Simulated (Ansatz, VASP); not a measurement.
**In in VASP and in Ansatz**

```
In
1.0
     3.39098    0.00000    0.00000
    -1.69549    2.93668    0.00000
     0.00000    0.00000    5.52021
In
2
Direct
  0.33333 0.66667 0.25000
  0.66667 0.33333 0.75000
```

Alike in both runs: task single point; functional r2SCAN; k mesh 12 × 12 × 7; occupations fermi-dirac, width 0.1 eV; no spin polarisation.

```csv
,VASP,Ansatz
version,VASP 6.6.1,Ansatz 0.2.0
potentials or method,"VASP PAW PBE potentials, release 64 (In_d), cutoff 520 eV","plane waves (500 eV) with PAW, scalar-relativistic"
valence electrons in the cell,26,26
```

```tsv
	VASP	Ansatz	Ansatz less VASP
pressure (GPa)	-1.4	-1.4	-0.01
traceless stress, the component that is largest in VASP (GPa)	-0.48	-0.49	-0.006
```

VASP's potentials were made for PBE, not for r2SCAN.
